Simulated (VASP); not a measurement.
ZnCu: single point with PBEsol

ZnCu:

```
Zn Cu
1.0
     2.81789    0.00000    0.00000
     0.00000    2.81789    0.00000
     0.00000    0.00000    2.81789
Zn Cu
1 1
Direct
  0.50000 0.50000 0.50000
  0.00000 0.00000 0.00000
```

```json
{
 "Program": "VASP 6.6.1",
 "Task": "single point",
 "Functional": "PBEsol",
 "Potentials or basis": "VASP PAW PBE potentials, release 64 (Zn, Cu)",
 "Cutoff": "520 eV",
 "k mesh": "14 × 14 × 14",
 "Occupations": "gaussian, width 0.1 eV",
 "Spin": "no spin polarisation"
}
```

```
Pressure               : 17.5 GPa
Band gap on the k mesh : zero (an odd number of electrons rules out a gap without spin polarisation)
```

Levels at points of the mesh, in eV from the Fermi level:
| k point | band 8 | band 9 | band 10 | band 11 | band 12 | band 13 | band 14 | band 15 | band 16 | band 17 |
| --- | --- | --- | --- | --- | --- | --- | --- | --- | --- | --- |
| (0.00, 0.00, 0.00) | -4.00 | -3.00 | -3.00 | -3.00 | 6.65 | 6.65 | 6.65 | 12.11 | 12.11 | 14.47 |
| (0.50, 0.00, 0.00) | -4.24 | -3.71 | -3.71 | -3.12 | -2.15 | 12.86 | 12.86 | 13.44 | 13.44 | 14.29 |
| (0.50, 0.50, 0.00) | -3.15 | -3.15 | -2.74 | -2.38 | -2.38 | 2.34 | 2.62 | 15.35 | 16.57 | 16.57 |
| (0.50, 0.50, 0.50) | -4.97 | -2.71 | -2.71 | 4.63 | 4.63 | 4.63 | 4.79 | 4.92 | 4.92 | 4.92 |

Run time: 52 s on 1 thread of Intel(R) Xeon(R) Platinum 8488C (Sapphire Rapids) (shared host), peak memory 0.17 GiB.

Caveat: the cell stands under pressure; the PAW data sets were made with another functional, which shifts forces and pressure a little.
